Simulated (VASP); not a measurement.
Write the native input for VASP 6.6.1 that does the following.

```
Task                   : single point
Functional             : PBE
Dispersion             : D3(BJ)
Potentials or basis    : VASP PAW PBE potentials, release 64 (O, C, H)
Cutoff                 : 520 eV
k mesh                 : 1 × 1 × 1
Occupations            : fermi-dirac, width 0.02 eV
Spin                   : no spin polarisation
Dipole correction      : no
Further INCAR settings : LREAL = Auto; ALGO = Normal; EDIFF = 1e-06; NBANDS = 98
```

The structure of H2CO2 lies in POSCAR:

```
H2CO2
1.0
    7.3876590000      0.0000000000      0.0000000000
    0.0000000000      7.3876590000      0.0000000000
    0.0000000000      0.0000000000      7.3876590000
O C H
16 8 16
Direct
    0.0001408040      0.2473955759      0.6037672279
    0.2718901788      0.1492474152      0.7044283998
    0.8357002396      0.8218322586      0.1889230246
    0.9099555499      1.0807790641      0.0429503359
    0.2208984215      0.4568557574      0.1741896058
    0.3693637519      0.5008501454     -0.0900734361
    0.5936366989      0.9585158265      0.5165975454
    0.3711059929      0.7454976702      0.4894935141
    0.6981998283      0.3758788771      0.8530036551
    0.8276721003      0.6520644466      0.8772010636
    0.8009482009      0.4714647487      0.2732859595
    0.5899955860      0.3748347855      0.4771783173
    0.4716780994      0.8472500898      0.8535601370
    0.5287577598      1.0432665341      1.0797569823
    0.2197836358      1.0082816545      0.3278615927
    0.2203404996      0.8062052638      0.0999809412
    0.1823533335      0.2526911804      0.6131870740
    0.8680390526      0.9986722061      0.1798292859
    0.3439158662      0.4149931740      0.0502966449
    0.5271276642      0.7909946678      0.5205571870
    0.8342022017      0.4858927962      0.8834843040
    0.6771484527      0.3565296559      0.3389589927
    0.5559106090      0.9850876974      0.9259536207
    0.2224630100      0.9642828450      0.1553036240
   -0.0410464489      0.1527053881      0.6877483415
    0.2384487210      0.3595307521      0.5248926504
    0.8478402906      0.7659562378      0.0642399123
    0.8603767853      1.0596495689      0.3156790924
    0.1803260197      0.5853183517      0.1510609960
    0.4249111991      0.2950932733      0.0875536267
    0.4962128201      1.0497441240      0.5077952329
    0.6326259308      0.6917362311      0.5557805912
    0.5776924383      0.4410464957      0.8415084105
    0.9590040720      0.4105742130      0.9153073851
    0.8077642003      0.5833200023      0.3443711595
    0.6621262403      0.2428323864      0.2440409860
    0.3706465893      0.8052133663      0.9347303185
    0.6561792252      1.0460462444      0.8348120578
    0.2546738436      0.8957410522      0.4015758775
    0.2124386360      1.0806715765      0.0643821625
```

The input as run:

INCAR

```
PREC     = Accurate       # precision mode
ENCUT    = 520            # plane-wave cutoff, eV
EDIFF    = 1E-6           # SCF threshold, eV
ISMEAR   = -1             # smearing method
SIGMA    = 0.02           # smearing width, eV
LREAL    = Auto         
LASPH    = True           # aspherical terms in the spheres
NELM     = 60             # most SCF steps
ALGO     = Normal         # electronic algorithm
ISIF     = 2              # what is computed and relaxed
LWAVE    = False          # write WAVECAR
LCHARG   = False          # write CHGCAR
GGA      = PE             # functional
IVDW     = 12             # dispersion correction
NBANDS   = 98             # bands
```

KPOINTS

```
regular mesh
0
Gamma
  1 1 1
```

Potentials or basis: VASP PAW PBE potentials, release 64 (O, C, H).

Command:

```bash
$ cat potpaw_PBE.64/O/POTCAR potpaw_PBE.64/C/POTCAR potpaw_PBE.64/H/POTCAR > POTCAR
$ mpirun -np 1 vasp_gam > vasp.out
```

It gave:

| Item | Value |
| --- | --- |
| Pressure | 2.5 GPa |
| Largest force | 0.531 eV/Å |
| Band gap on the k mesh | 4.43 eV |
| Dispersion energy per atom | -0.059 eV |

Caveat: the k points lie up to 0.85 Å⁻¹ apart, too coarse for converged energies, forces and pressures.

Wall time 70 s on 1 thread of Intel(R) Xeon(R) Platinum 8259CL CPU @ 2.50GHz (Skylake/Cascade Lake), on a shared host, peak memory 0.38 GiB.
